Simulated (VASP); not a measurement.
Wanted: the native input for a VASP 6.6.1 run.

| Quantity | Value |
| --- | --- |
| Task | single point |
| Functional | PBE |
| Potentials or basis | VASP PAW PBE potentials, release 64 (Hf_pv, N) |
| Cutoff | 520 eV |
| k mesh | 16 × 16 × 16 |
| Occupations | fermi-dirac, width 0.15 eV |
| Spin | no spin polarisation |
| Dipole correction | no |
| Further INCAR settings | ALGO = Normal; EDIFF = 1e-06; NBANDS = 14 |

The structure of HfN lies in POSCAR:

```
HfN
1.0
    0.0000000000      2.2743602202      2.2743602202
    2.2743602202      0.0000000000      2.2743602202
    2.2743602202      2.2743602202      0.0000000000
Hf N
1 1
Direct
    0.0000000000      0.0000000000      0.0000000000
    0.5000000000      0.5000000000      0.5000000000
```

These files were run (other wordings do the same):

INCAR

```
  PREC = Accurate
  ENCUT = 520
  EDIFF = 1E-6
  ISMEAR = -1
  SIGMA = 0.15
  LREAL = False
  LASPH = True
  NELM = 60
  ALGO = Normal
  ISIF = 2
  LWAVE = False
  LCHARG = False
  GGA = PE
  NBANDS = 14
```

KPOINTS

```
regular mesh
0
Gamma
  16 16 16
```

Potentials or basis: VASP PAW PBE potentials, release 64 (Hf_pv, N).

Run with:

```bash
$ cat potpaw_PBE.64/Hf_pv/POTCAR potpaw_PBE.64/N/POTCAR > POTCAR
$ mpirun -np 1 vasp_std > vasp.out
```

It gave:

The pressure is -2.3 GPa. The band gap on the k mesh is zero (an odd number of electrons rules out a gap without spin polarisation).

Caveat: spin-orbit coupling is left out, which moves the levels of the heavy elements.

It took 38 s on 1 thread of Intel Xeon 8259CL (shared host), peak memory 0.18 GiB.
